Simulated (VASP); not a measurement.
A run of VASP 6.6.1 is set up as follows.

Contents of INCAR:

```
SYSTEM = Au
ALGO = Normal
EDIFF = 1E-8
ENCUT = 520
ISIF = 2
ISMEAR = -1
LASPH = .TRUE.
LCHARG = .FALSE.
LEFG = .TRUE.
LREAL = .FALSE.
LWAVE = .FALSE.
NBANDS = 18
NELM = 60
PREC = Accurate
SIGMA = 0.03
```

Contents of KPOINTS:

```
k-points
0
G
  14 14 8
  0 0 0
```

File POSCAR:

```
Au
1.0
    2.8419984422      0.0000000000      0.0000000000
   -1.4209992211      2.4612428485      0.0000000000
    0.0000000000      0.0000000000      4.8800000000
Au
2
Direct
    0.3333333333      0.6666666667      0.7500000000
    0.6666666667      0.3333333333      0.2500000000
```

Potentials or basis: VASP PAW LDA potentials, release 64 (Au).

Command:

```console
$ cat potpaw_LDA.64/Au/POTCAR > POTCAR
$ mpirun -np 1 vasp_std > vasp.out
```

**Question.** Estimate the pressure.

**Answer.** -4.3 GPa.

**Question.** Predict the band gap on the k mesh.

**Answer.** Zero (bands 11 and 12 overlap by 6.60 eV).

Stress tensor (GPa, compression positive):
```
-3.95  0.00  0.00
 0.00 -3.95  0.00
 0.00  0.00 -4.96
```

Caveat: the cell differs from its parent crystal (equal xx and yy strain of -2 %); the cell stands under tension; without QUAD_EFG the Cq values of the log hold for a quadrupole moment of 1 mb, not for the nuclei; spin-orbit coupling is left out, which moves the levels of the heavy elements.
